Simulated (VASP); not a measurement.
# Ge (Fd-3m) in VASP: notebook

Runs on Ge. Level: r2SCAN. Tasks: single point.

Program: VASP 6.6.1. These are calculated values, not measurements. Logs are shortened: lines on timing, memory, paths and dates and some standing lists are left out, and cuts for length are marked.

**1. The cell of the first run**

It takes space group Fd-3m (No. 227, cubic). Conventional cell: a = 5.673 Å, b = 5.673 Å, c = 5.673 Å, α = 90.00°, β = 90.00°, γ = 90.00°. Ge (site symmetry -43m) has 4 Ge at 2.46 Å within 3.2 Å.

**2. Single point, r2SCAN**

The input, POSCAR:

```
Ge
1.0
    0.0000000000      2.8367484092      2.8367484092
    2.8367484092      0.0000000000      2.8367484092
    2.8367484092      2.8367484092      0.0000000000
Ge
2
Direct
    0.5000000000      0.5000000000      0.5000000000
    0.7500000000      0.7500000000      0.7500000000
```

The input, INCAR.step1:

```
  PREC = Accurate
  ENCUT = 520
  ISMEAR = 0
  SIGMA = 0.05
  LREAL = False
  LASPH = True
  NELM = 80
  NBANDS = 21
  GGA = PE
  ALGO = Normal
  EDIFF = 1E-4
  LWAVE = True
  LCHARG = False
```

The input, INCAR.step2:

```
  PREC = Accurate
  ENCUT = 520
  EDIFF = 1E-7
  ISMEAR = 0
  SIGMA = 0.05
  LREAL = False
  LASPH = True
  NELM = 80
  ALGO = Normal
  ISIF = 2
  LWAVE = False
  LCHARG = True
  METAGGA = R2SCAN
  LMIXTAU = True
  LELF = True
  LVHAR = True
  NBANDS = 21
  ISTART = 1
```

The input, KPOINTS:

```
Automatic mesh
0
Gamma
  12 12 12
```

Potentials or basis: VASP PAW PBE potentials, release 64 (Ge_d).

The run is started by

```sh
cat potpaw_PBE.64/Ge_d/POTCAR > POTCAR
cp INCAR.step1 INCAR
mpirun -np 1 vasp_std > vasp.out
cp INCAR.step2 INCAR
mpirun -np 1 vasp_std > vasp.out
```

OUTCAR:

```text
PREC = Accurate
   ENCUT = 520
   EDIFF = 1E-7
   ISMEAR = 0
   LREAL = False
   LASPH = True
   NELM = 80
   ISIF = 2
   METAGGA = R2SCAN
   ISTART = 1

 ion  position               nearest neighbor table
   1  0.500  0.500  0.500-   2 2.46   2 2.46   2 2.46   2 2.46
   2  0.750  0.750  0.750-   1 2.46   1 2.46   1 2.46   1 2.46

  LATTYP: Found a face centered cubic cell.
 ALAT       =     5.6734968184

  Lattice vectors:

 A1 = (   0.0000000000,   2.8367484092,   2.8367484092)
 A2 = (   2.8367484092,   0.0000000000,   2.8367484092)
 A3 = (   2.8367484092,   2.8367484092,   0.0000000000)

Analysis of symmetry for initial positions (statically):
=====================================================================
 Subroutine PRICEL returns:
 Original cell was already a primitive cell.

 Routine SETGRP: Setting up the symmetry group for a
 face centered cubic supercell.

 Subroutine GETGRP returns: Found 48 space group operations
 (whereof 24 operations were pure point group operations)
 out of a pool of 48 trial point group operations.

The static configuration has the point symmetry T_d .
 The point group associated with its full space group is O_h .

Analysis of symmetry for dynamics (positions and initial velocities):
=====================================================================
 Subroutine PRICEL returns:
 Original cell was already a primitive cell.

 Routine SETGRP: Setting up the symmetry group for a
 face centered cubic supercell.

 Subroutine GETGRP returns: Found 48 space group operations
 (whereof 24 operations were pure point group operations)
 out of a pool of 48 trial point group operations.

The dynamic configuration has the point symmetry T_d .
 The point group associated with its full space group is O_h .

 Subroutine INISYM returns: Found 48 space group operations
 (whereof 24 operations are pure point group operations),
 and found     1 'primitive' translations

----------------------------------------------------------------------------------------

                                     Primitive cell

  volume of cell :      45.6554

  direct lattice vectors                    reciprocal lattice vectors
     0.000000000  2.836748409  2.836748409    -0.176258141  0.176258141  0.176258141
     2.836748409  0.000000000  2.836748409     0.176258141 -0.176258141  0.176258141
     2.836748409  2.836748409  0.000000000     0.176258141  0.176258141 -0.176258141

  length of vectors
     4.011768073  4.011768073  4.011768073     0.305288055  0.305288055  0.305288055

  position of ions in fractional coordinates (direct lattice)
     0.500000000  0.500000000  0.500000000
     0.750000000  0.750000000  0.750000000

  ion indices of the primitive-cell ions
   primitive index   ion index
                 1           1
                 2           2

----------------------------------------------------------------------------------------

 KPOINTS: Automatic mesh

Automatic generation of k-mesh.
 Grid dimensions read from file:
 generate k-points for:   12   12   12

 Generating k-lattice:

  Cartesian coordinates                     Fractional coordinates (reciprocal lattice)
    -0.014688178  0.014688178  0.014688178     0.083333333  0.000000000  0.000000000
     0.014688178 -0.014688178  0.014688178     0.000000000  0.083333333  0.000000000
     0.014688178  0.014688178 -0.014688178     0.000000000  0.000000000  0.083333333

  Length of vectors
     0.025440671  0.025440671  0.025440671

  Shift w.r.t. Gamma in fractional coordinates (k-lattice)
     0.000000000  0.000000000  0.000000000

 Subroutine IBZKPT returns following result:
 ===========================================

 Found     72 irreducible k-points:

 Following reciprocal coordinates:
            Coordinates               Weight
  0.000000  0.000000  0.000000      1.000000
  0.083333  0.000000  0.000000      8.000000
  0.166667  0.000000  0.000000      8.000000
  0.250000  0.000000  0.000000      8.000000
  0.333333  0.000000  0.000000      8.000000
  0.416667  0.000000  0.000000      8.000000
[... 16 lines left out ...]
  0.500000  0.166667  0.000000     24.000000
 -0.416667  0.166667  0.000000     24.000000
 [... further k-points ...]
   k-points           NKPTS =     72   k-points in BZ     NKDIM =     72   number of bands    NBANDS=     21
   number of dos      NEDOS =    301   number of ions     NIONS =      2
   total plane-waves  NPLWV =  27000
   dimension x,y,z NGX =    30 NGY =   30 NGZ =   30
   dimension x,y,z NGXF=    60 NGYF=   60 NGZF=   60
   ions per type =               2
   NGX,Y,Z   is equivalent  to a cutoff of  12.43, 12.43, 12.43 a.u.
   NGXF,Y,Z  is equivalent  to a cutoff of  24.86, 24.86, 24.86 a.u.
 SYSTEM =  unknown system
   PREC   = accura    normal or accurate (medium, high low for compatibility)
   ISTART =      1    job   : 0-new  1-cont  2-samecut
   ICHARG =      0    charge: 1-file 2-atom 10-const
   ISPIN  =      1    spin polarized calculation?
   LNONCOLLINEAR =      F non collinear calculations
   LSORBIT =      F    spin-orbit coupling
   LASPH  =      T    aspherical Exc in radial PAW
   ENCUT  =  520.0 eV  38.22 Ry    6.18 a.u.   7.46  7.46  7.46*2*pi/ulx,y,z
   NELM   =     80;   NELMIN=  2; NELMDL=  0     # of ELM steps
   EDIFF  = 0.1E-06   stopping-criterion for ELM
   LREAL  =      F    real-space projection
   EDIFFG = 0.1E-05   stopping-criterion for IOM
   NSW    =      0    number of steps for IOM
   IBRION =     -1    ionic relax: 0-MD 1-quasi-New 2-CG
   NFREE  =      0    steps in history (QN), initial steepest desc. (CG)
   ISIF   =      2    stress and relaxation
   ISYM   =      2    0-nonsym 1-usesym 2-fastsym
   POTIM  = 0.5000    time-step for ionic-motion
   TEBEG  =    0.0;   TEEND  =   0.0 temperature during run
   PSTRESS=    0.0 pullay stress
   NELECT =      28.0000    total number of electrons
   NUPDOWN=      -1.0000    fix difference up-down
   EMIN   =  10.00;   EMAX   =-10.00  energy-range for DOS
   EFERMI =   0.00;   METHOD = LEGACY
   ISMEAR =     0;   SIGMA  =   0.05  broadening in eV -4-tet -1-fermi 0-gaus
   EFERMI_NEDOS =   21; number of points for ismear=-14 and -15
   IALGO  =     38    algorithm
   IMIX   =      4    mixing-type and parameters
     AMIX     =   0.40;   BMIX     =  1.00
     AMIX_MAG =   1.60;   BMIX_MAG =  1.00
  volume/ion in A,a.u.               =      22.83       154.05
  Fermi-wavevector in a.u.,A,eV,Ry     =   1.390903  2.628425 26.321964  1.934610
  Thomas-Fermi vector in A             =   2.514793
   LORBIT       =      0    0 simple, 1 ext, 2 COOP (PROOUT), +10 PAW based schemes
   METAGGA = R2SCAN    functional components
   LHFCALC =     F    Hartree Fock is set to
   AEXX    =    0.0000 exact exchange contribution
   IVDW    =     0    specifies the selected vdW correction
   LEPSILON=     F    determine dielectric tensor
   LRPA    =     F    only Hartree local field effects (RPA)
 non-spin polarized calculation
 Gauss-broadening in eV      SIGMA  =   0.05
  energy-cutoff  :      520.00
  volume of cell :       45.66
 maximum number of plane-waves:      1248
 NGX is ok and might be reduce to    30
   NGX = 15   NGY = 15   NGZ = 15

 number of electron      28.0000015 magnetization

 Free energy of the ion-electron system (eV)
  ---------------------------------------------------
  ext. energy  EPLUGINS =         0.00000000
  ---------------------------------------------------
  free energy    TOTEN  =       -27.74437976 eV

  energy without entropy =      -27.74437976  energy(sigma->0) =      -27.74437976

 E-fermi :   4.8854     XC(G=0): -10.7764

 val. band max:        4.7194528697   @ k =   0.0000   0.0000   0.0000
 cond. band min:       5.0432191303   @ k =   0.0000   0.0000   0.0000
 fundamental gap:      0.3237662606
 Fermi energy:         4.8854186989

 k-point     1 :       0.0000    0.0000    0.0000
  band No.  band energies     occupation
      1     -20.7636      2.00000
      2     -20.7636      2.00000
      3     -20.7635      2.00000
      4     -20.7248      2.00000
      5     -20.7248      2.00000
      6     -20.5118      2.00000
[... 13 lines left out ...]
     20      14.6343      0.00000
     21      14.6343      0.00000

 k-point     2 :       0.0833    0.0000    0.0000
  band No.  band energies     occupation
      1     -20.7679      2.00000
      2     -20.7679      2.00000
      3     -20.7624      2.00000
      4     -20.7189      2.00000
      5     -20.7189      2.00000
      6     -20.5173      2.00000
[... 13 lines left out ...]
     20      14.0932      0.00000
     21      14.0932      0.00000

 k-point     3 :       0.1667    0.0000    0.0000
  band No.  band energies     occupation
      1     -20.7756      2.00000
      2     -20.7756      2.00000
      3     -20.7592      2.00000
      4     -20.7069      2.00000
      5     -20.7069      2.00000
      6     -20.5266      2.00000
[... 13 lines left out ...]
     20      13.5323      0.00000
     21      13.5323      0.00000

 k-point     4 :       0.2500    0.0000    0.0000
  band No.  band energies     occupation
      1     -20.7820      2.00000
      2     -20.7820      2.00000
      3     -20.7548      2.00000
      4     -20.6954      2.00000
      5     -20.6954      2.00000
      6     -20.5347      2.00000
[... 13 lines left out ...]
     20      13.5165      0.00000
     21      13.5165      0.00000

 k-point     5 :       0.3333    0.0000    0.0000
  band No.  band energies     occupation
      1     -20.7860      2.00000
      2     -20.7860      2.00000
      3     -20.7503      2.00000
      4     -20.6873      2.00000
      5     -20.6872      2.00000
      6     -20.5398      2.00000
[... 13 lines left out ...]
     20      14.1842      0.00000
     21      14.1842      0.00000

 k-point     6 :       0.4167    0.0000    0.0000
  band No.  band energies     occupation
      1     -20.7879      2.00000
      2     -20.7879      2.00000
      3     -20.7470      2.00000
      4     -20.6830      2.00000
      5     -20.6830      2.00000
      6     -20.5419      2.00000
[... 13 lines left out ...]
     20      15.4001      0.00000
     21      15.4001      0.00000

 k-point     7 :       0.5000    0.0000    0.0000
  band No.  band energies     occupation
      1     -20.7884      2.00000
      2     -20.7884      2.00000
      3     -20.7457      2.00000
      4     -20.6818      2.00000
      5     -20.6818      2.00000
      6     -20.5423      2.00000
[... 13 lines left out ...]
     20      16.5095      0.00000
     21      16.5568      0.00000
[... 291 lines left out ...]
      1     -20.7840      2.00000
      2     -20.7784      2.00000
      3     -20.7646      2.00000
      4     -20.6986      2.00000
      5     -20.6718      2.00000
      6     -20.5780      2.00000
[... 13 lines left out ...]
     20      14.6384      0.00000
     21      15.1664      0.00000

 k-point    21 :       0.3333    0.1667    0.0000
  band No.  band energies     occupation
      1     -20.7939      2.00000
      2     -20.7838      2.00000
      3     -20.7527      2.00000
      4     -20.6873      2.00000
      5     -20.6603      2.00000
      6     -20.5881      2.00000
[... 13 lines left out ...]
     20      15.0492      0.00000
     21      15.5206      0.00000

 k-point    22 :       0.4167    0.1667    0.0000
  band No.  band energies     occupation
      1     -20.8013      2.00000
      2     -20.7883      2.00000
      3     -20.7397      2.00000
      4     -20.6768      2.00000
      5     -20.6559      2.00000
      6     -20.5897      2.00000
[... 13 lines left out ...]
     20      15.5029      0.00000
     21      16.4576      0.00000

 k-point    23 :       0.5000    0.1667    0.0000
  band No.  band energies     occupation
      1     -20.8054      2.00000
      2     -20.7919      2.00000
      3     -20.7287      2.00000
      4     -20.6677      2.00000
      5     -20.6596      2.00000
      6     -20.5824      2.00000
[... 13 lines left out ...]
     20      16.3963      0.00000
     21      16.5607      0.00000

 k-point    24 :      -0.4167    0.1667    0.0000
  band No.  band energies     occupation
      1     -20.8056      2.00000
      2     -20.7945      2.00000
      3     -20.7229      2.00000
      4     -20.6690      2.00000
      5     -20.6612      2.00000
      6     -20.5688      2.00000
[... 13 lines left out ...]
     20      14.9214      0.00000
     21      15.7094      0.00000

 [... further k-points ...]

------------------------ aborting loop because EDIFF is reached ----------------------------------------

  FORCE on cell =-STRESS in cart. coord.  units (eV):
  Direction    XX          YY          ZZ          XY          YZ          ZX
  --------------------------------------------------------------------------------------
  -------------------------------------------------------------------------------------
  Total        0.0285466      0.0285466      0.0285466     -0.0000000      0.0000000     -0.0000000
  in kB        1.0017803      1.0017803      1.0017803     -0.0000000      0.0000000     -0.0000000
  external PRESSURE =       1.0017803 kB  Pullay stress =       0.0000000 kB

 VOLUME and BASIS-vectors are now :
 -----------------------------------------------------------------------------
  energy-cutoff  :      520.00
  volume of cell :       45.66
      direct lattice vectors                 reciprocal lattice vectors
     0.000000000  2.836748409  2.836748409    -0.176258141  0.176258141  0.176258141
     2.836748409  0.000000000  2.836748409     0.176258141 -0.176258141  0.176258141
     2.836748409  2.836748409  0.000000000     0.176258141  0.176258141 -0.176258141

 POSITION                                       TOTAL-FORCE (eV/Angst)
 -----------------------------------------------------------------------------------
      2.83675      2.83675      2.83675        -0.000000     -0.000000     -0.000000
      4.25512      4.25512      4.25512         0.000000      0.000000      0.000000
 -----------------------------------------------------------------------------------
    total drift:                                0.000000     -0.000000     -0.000000

  FREE ENERGIE OF THE ION-ELECTRON SYSTEM (eV)
  ---------------------------------------------------
  free  energy   TOTEN  =       -27.7443797637 eV

  energy  without entropy=      -27.7443797621  energy(sigma->0) =      -27.74437976
```

It took 3.9 min on 1 thread of AMD EPYC 9R45 (Zen 5), shared host; peak memory 0.16 GiB.

Results:

```yaml
Free_energy: -27.7444 eV
Pressure: 0.1 GPa
Band_gap_on_the_k_mesh: 0.32 eV, direct
```

Levels at points of the mesh, in eV from the valence-band top:
| k point | band 11 | band 12 | band 13 | band 14 | band 15 | band 16 | band 17 | band 18 |
| --- | --- | --- | --- | --- | --- | --- | --- | --- |
| (0.00, 0.00, 0.00) | -13.24 | 0.00 | 0.00 | 0.00 | 0.32 | 2.71 | 2.71 | 2.71 |
| (0.50, 0.00, 0.00) | -11.07 | -7.83 | -1.47 | -1.47 | 0.42 | 3.99 | 3.99 | 7.65 |
| (0.50, 0.50, 0.00) | -9.18 | -9.18 | -3.20 | -3.20 | 0.98 | 0.98 | 10.03 | 10.03 |

Caveat: the PAW data sets were made with another functional, which shifts forces and pressure a little.

**3. Single point, r2SCAN**

This run uses another cell than the first one, of 23.49 Å³/atom, 1.029 times its volume.

The input, POSCAR:

```
Ge
1.0
    0.0000000000      2.8641037698      2.8641037698
    2.8641037698      0.0000000000      2.8641037698
    2.8641037698      2.8641037698      0.0000000000
Ge
2
Direct
    0.5000000000      0.5000000000      0.5000000000
    0.7500000000      0.7500000000      0.7500000000
```

The input, INCAR.step1:

```
ALGO = Normal
EDIFF = 1E-4
ENCUT = 520
GGA = PE
ISMEAR = 0
LASPH = T
LCHARG = F
LREAL = F
LWAVE = T
NBANDS = 21
NELM = 80
PREC = Accurate
SIGMA = 0.05
```

The input, INCAR.step2:

```
ALGO = Normal
EDIFF = 1E-6
ENCUT = 520
ISIF = 2
ISMEAR = 0
ISTART = 1
LASPH = T
LCHARG = F
LMIXTAU = T
LREAL = F
LWAVE = F
METAGGA = R2SCAN
NBANDS = 21
NELM = 80
PREC = Accurate
SIGMA = 0.05
```

The input, KPOINTS:

```
k-points
0
Gamma
  12 12 12
```

Potentials or basis: VASP PAW PBE potentials, release 64 (Ge_d).

The run is started by

```sh
cat potpaw_PBE.64/Ge_d/POTCAR > POTCAR
cp INCAR.step1 INCAR
mpirun -np 1 vasp_std > vasp.out
cp INCAR.step2 INCAR
mpirun -np 1 vasp_std > vasp.out
```

Run time: 3.3 min. Hardware: 1 thread of AMD EPYC 9R45 (Zen 5), shared host; peak memory 0.17 GiB.

The run converged. Its results:

```
Free energy            : -27.7375 eV
Pressure               : -1.8 GPa
Band gap on the k mesh : 0.05 eV, direct
```

Levels at points of the mesh, in eV from the valence-band top:
```
           k point  band 10  band 11  band 12  band 13  band 14  band 15  band 16  band 17  band 18  band 19
(0.00, 0.00, 0.00)   -25.19   -13.02     0.00     0.00     0.00     0.05     2.70     2.70     2.70     6.96
(0.50, 0.00, 0.00)   -25.17   -10.92    -7.69    -1.43    -1.43     0.32     3.98     3.98     7.62    10.95
(0.50, 0.50, 0.00)   -25.16    -9.07    -9.07    -3.09    -3.09     1.02     1.02     9.79     9.79    11.96
```

Caveat: the PAW data sets were made with another functional, which shifts forces and pressure a little.

**4. Single point, r2SCAN**

This run uses another cell than the first one, of 23.98 Å³/atom, 1.050 times its volume.

The input, POSCAR:

```
Ge
1.0
    0.0000000000      2.8836577630      2.8836577630
    2.8836577630      0.0000000000      2.8836577630
    2.8836577630      2.8836577630      0.0000000000
Ge
2
Direct
    0.5000000000      0.5000000000      0.5000000000
    0.7500000000      0.7500000000      0.7500000000
```

The input, INCAR.step1:

```
  PREC = Accurate
  ENCUT = 520
  ISMEAR = 0
  SIGMA = 0.05
  LREAL = F
  LASPH = T
  NELM = 100
  NBANDS = 21
  GGA = PE
  ALGO = Normal
  EDIFF = 1E-4
  LWAVE = T
  LCHARG = F
```

The input, INCAR.step2:

```
  PREC = Accurate
  ENCUT = 520
  EDIFF = 1E-6
  ISMEAR = 0
  SIGMA = 0.05
  LREAL = F
  LASPH = T
  NELM = 100
  ALGO = Normal
  ISIF = 2
  LWAVE = F
  LCHARG = T
  METAGGA = R2SCAN
  LMIXTAU = T
  LELF = T
  LVHAR = T
  NBANDS = 21
  ISTART = 1
```

The input, KPOINTS:

```
regular mesh
0
Gamma
  12 12 12
```

The run is started by

```sh
cat potpaw_PBE.64/Ge_d/POTCAR > POTCAR
cp INCAR.step1 INCAR
mpirun -np 1 vasp_std > vasp.out
cp INCAR.step2 INCAR
mpirun -np 1 vasp_std > vasp.out
```

It took 3.3 min on 1 thread of AMD EPYC 9R45 (Zen 5), shared host; peak memory 0.17 GiB.

Results (log left out):

- Free energy: -27.7233 eV
- Pressure: -3.0 GPa
- Band gap on the k mesh: zero (filled and empty bands touch)

Levels at points of the mesh, in eV from the Fermi level:
```tsv
k point	band 11	band 12	band 13	band 14	band 15	band 16	band 17	band 18
(0.00, 0.00, 0.00)	-12.88	-0.16	-0.02	-0.02	-0.02	2.67	2.67	2.67
(0.50, 0.00, 0.00)	-10.83	-7.62	-1.41	-1.41	0.24	3.95	3.95	7.58
(0.50, 0.50, 0.00)	-9.01	-9.01	-3.04	-3.04	1.02	1.02	9.60	9.60
```

Caveat: the PAW data sets were made with another functional, which shifts forces and pressure a little.

**5. Summary**

| cell | gap on the mesh (eV) | pressure (GPa) |
| --- | --- | --- |
| a = 4.012 Å, angles 60.0°, 2 atoms | 0.32 | 0.1 |
| a = 4.050 Å, angles 60.0°, 2 atoms | 0.05 | -1.8 |
| a = 4.078 Å, angles 60.0°, 2 atoms | none | -3.0 |

Alike in all rows: task single point; level r2SCAN; potentials or basis VASP PAW PBE potentials, release 64 (Ge_d); no spin polarisation; k mesh 12 × 12 × 12; cutoff (eV) 520; smearing gaussian 0.05 eV.

Caveats: the PAW data sets were made with another functional, which shifts forces and pressure a little.

Absolute energies hang on the potentials; compare differences alone.
